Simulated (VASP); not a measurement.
## Sr: single point with PBE

Crystal: Sr.

```
Sr
1.0
     4.43977    0.00000    0.00000
    -2.21989    3.84496    0.00000
     0.00000    0.00000    6.83928
Sr
2
Direct
  0.33333 0.66667 0.25000
  0.66667 0.33333 0.75000
```

This cell differs from its parent crystal: strained.

```json
{"Program": "VASP 6.6.1", "Task": "single point", "Functional": "PBE", "Potentials or basis": "VASP PAW PBE potentials, release 64 (Sr_sv)", "Cutoff": "520 eV", "k mesh": "12 × 12 × 6", "Occupations": "gaussian, width 0.1 eV", "Spin": "no spin polarisation", "Dipole correction": "no", "Further INCAR settings": "ALGO = Fast; EDIFF = 1e-06; NBANDS = 17"}
```

The pressure is -0.5 GPa and the band gap on the k mesh is zero (bands 10 and 11 overlap by 0.36 eV).

Stress tensor (GPa, compression positive):
```
-0.89  0.00  0.00
 0.00 -0.89  0.00
 0.00  0.00  0.13
```

Levels at points of the mesh, in eV from the Fermi level:
```csv
k point,band 8,band 9,band 10,band 11,band 12,band 13
"(0.00, 0.00, 0.00)",-18.68,-3.62,-0.99,0.16,2.10,2.10
"(0.50, 0.00, 0.00)",-18.70,-1.25,-0.67,0.11,0.16,1.31
"(0.00, 0.00, 0.50)",-18.70,-2.64,-2.64,1.39,1.39,2.05
"(0.50, 0.00, 0.50)",-18.73,-0.84,-0.84,0.10,0.10,1.33
```

Wall time 65 s on 1 thread of Intel(R) Xeon(R) 6975P-C (Granite Rapids), on a shared host, peak memory 0.32 GiB.

Caveat: the cell differs from its parent crystal (strained).
